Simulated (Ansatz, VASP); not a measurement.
TiH5 in VASP and in Ansatz

```xyz
6
Lattice="1.5383 -3.2799 0.0000 1.5383 3.2799 0.0000 0.0000 0.0000 3.0502" Properties=species:S:1:pos:R:3 pbc="T T T"
Ti    0.0000    0.0000    0.0000
H     1.5383    1.2584    0.0000
H     1.5383   -1.2584    0.0000
H     1.5383    0.0000    1.5251
H     1.5383   -2.2841    1.5251
H     1.5383    2.2841    1.5251
```

Change from the starting cell: species swapped into the HfPd5 type (Cmmm, No. 65).

Alike in both runs: functional PBE; k mesh 5 × 5 × 5; occupations gaussian, width 0.2 eV; no spin polarisation.

Ansatz relaxed the structure, and its values are those at the end. VASP's run is a single point on that final structure, the one shown.

|  | VASP | Ansatz |
| --- | --- | --- |
| version | VASP 6.6.1 | Ansatz 0.2.0 |
| potentials or method | VASP PAW PBE potentials, release 64 (Ti_sv, H), cutoff 500 eV | scalar-relativistic, plane waves, PAW |
| valence electrons in the cell | 17 | 17 |

```tsv
	VASP	Ansatz	Ansatz less VASP
gap on the k mesh at the Fermi level (eV)	none	none	-
pressure (GPa)	-0.5	-0.2	+0.32
rms of the force components (eV/Å)	0.006	0.004	-0.0018
```

A gap of «none» marks a metal or a gap that the smearing closes.

The k mesh is coarse, so the values compare programs but aren't converged.
